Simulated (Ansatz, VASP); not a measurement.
One calculation of SiC, two programs

```xyz
2
Lattice="0.0000 2.1522 2.1522 2.1522 0.0000 2.1522 2.1522 2.1522 0.0000" Properties=species:S:1:pos:R:3 pbc="T T T"
Si    0.0000    0.0000    0.0000
C     3.2283    3.2283    3.2283
```

Alike in both runs: task single point; functional revPBE; dispersion D3(BJ); k mesh 10 × 10 × 10; occupations gaussian, width 0.05 eV; no spin polarisation.

```csv
,VASP,Ansatz
version,VASP 6.6.1,Ansatz 0.2.0
potentials or method,"VASP PAW PBE potentials, release 64 (Si, C), cutoff 520 eV","scalar-relativistic, plane waves, PAW"
valence electrons in the cell,8,8
```

VASP gave:

| Quantity | Value |
| --- | --- |
| gap on the k mesh at the Fermi level (eV) | 1.32 |
| least direct gap on the mesh (eV) | 4.57 |
| pressure (GPa) | 4.3 |

Problem. What did Ansatz give for the same quantities?

Solution. gap on the k mesh at the Fermi level (eV): 1.33; least direct gap on the mesh (eV): 4.59; pressure (GPa): 4.7.

VASP's potentials were made for PBE, not for revPBE.
